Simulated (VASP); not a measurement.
# C: single point with PBE

Crystal: C.

```xyz
4
Lattice="2.4665 0.0000 0.0000 -1.2333 2.1361 0.0000 0.0000 0.0000 8.4654" Properties=species:S:1:pos:R:3 pbc="T T T"
C     0.0000    0.0000    2.1164
C     0.0000    0.0000    6.3491
C     0.0000    1.4241    2.1164
C     1.2333    0.7120    6.3491
```

* Program: VASP 6.6.1
* Task: single point
* Functional: PBE
* Potentials or basis: VASP PAW PBE potentials, release 64 (C)
* Cutoff: 520 eV
* k mesh: 18 × 18 × 6
* Occupations: gaussian, width 0.1 eV
* Spin: no spin polarisation

```
Pressure               : 0.4 GPa
Band gap on the k mesh : zero (filled and empty bands touch)
```

Stress tensor (GPa, compression positive):
```
 0.55  0.00  0.00
 0.00  0.55  0.00
 0.00  0.00 -0.01
```

Levels at points of the mesh, in eV from the Fermi level:
| k point | band 6 | band 7 | band 8 | band 9 | band 10 | band 11 |
| --- | --- | --- | --- | --- | --- | --- |
| (0.00, 0.00, 0.00) | -3.04 | -3.04 | -3.04 | 3.11 | 6.48 | 8.30 |
| (0.50, 0.00, 0.00) | -6.42 | -2.44 | -2.28 | 1.58 | 1.80 | 7.33 |
| (0.00, 0.00, 0.50) | -3.04 | -3.04 | -3.04 | 4.40 | 4.40 | 8.30 |
| (0.50, 0.00, 0.50) | -6.42 | -2.36 | -2.36 | 1.67 | 1.67 | 7.36 |

It took 32 s on 1 thread of Intel(R) Xeon(R) 6975P-C (Granite Rapids) (shared host), peak memory 0.19 GiB.

Caveat: this functional lacks dispersion, which binds the layers, so the pressure and a relaxed spacing across them are unreliable.
